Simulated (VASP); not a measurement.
Here is a VASP 6.6.1 calculation.

POSCAR

```
BaCd3Se4
1.0
    6.4739866298      0.0000000000      0.0000000000
    0.0000000000      6.4739866298      0.0000000000
    0.0000000000      0.0000000000      6.4739866298
Ba Cd Se
1 3 4
Direct
    0.0000000000      0.0000000000      0.0000000000
    0.0000000000      0.5000000000      0.5000000000
    0.5000000000      0.5000000000      0.0000000000
    0.5000000000      0.0000000000      0.5000000000
    0.7248155802      0.7248155802      0.2751844198
    0.7248155802      0.2751844198      0.7248155802
    0.2751844198      0.7248155802      0.7248155802
    0.2751844198      0.2751844198      0.2751844198
```

The input INCAR.step1:

```
SYSTEM = BaCd3Se4
PREC = Accurate ; ENCUT = 520
ISMEAR = 0 ; SIGMA = 0.02
LREAL = .False. ; LASPH = .True.
NELM = 60 ; NBANDS = 45
GGA = PE ; ALGO = Normal
EDIFF = 1E-4 ; LWAVE = .True.
LCHARG = .False.
```

The input INCAR.step2:

```
SYSTEM = BaCd3Se4
PREC = Accurate ; ENCUT = 520
EDIFF = 1E-6 ; ISMEAR = 0
SIGMA = 0.02 ; LREAL = .False.
LASPH = .True. ; NELM = 60
ALGO = Normal ; ISIF = 2
LWAVE = .False. ; LCHARG = .False.
METAGGA = R2SCAN ; LMIXTAU = .True.
NBANDS = 45 ; ISTART = 1
```

KPOINTS

```
Automatic mesh
0
Gamma
  4 4 4
  0 0 0
```

Potentials or basis: VASP PAW PBE potentials, release 64 (Ba_sv, Cd, Se).

The run is started by

```console
$ cat potpaw_PBE.64/Ba_sv/POTCAR potpaw_PBE.64/Cd/POTCAR potpaw_PBE.64/Se/POTCAR > POTCAR
$ cp INCAR.step1 INCAR
$ mpirun -np 1 vasp_std > vasp.out
$ cp INCAR.step2 INCAR
$ mpirun -np 1 vasp_std > vasp.out
```

Q: Predict the largest force.

A: 0.120 eV/Å.

Q: What does it give for the band gap on the k mesh?

A: 1.15 eV (least direct gap 1.23 eV).

Q: Predict the pressure.

A: -0.7 GPa.

Forces in eV/Å, atoms in the order of the input:
```
Ba   0.000  0.000  0.000
Cd   0.000  0.000  0.000
Cd   0.000  0.000  0.000
Cd   0.000  0.000  0.000
Se  -0.069 -0.069  0.069
Se  -0.069  0.069 -0.069
Se   0.069 -0.069 -0.069
Se   0.069  0.069  0.069
```

Caveat: the PAW data sets were made with another functional, which shifts forces and pressure a little; spin-orbit coupling is left out, which moves the levels of the heavy elements. A k mesh can miss the band edges.
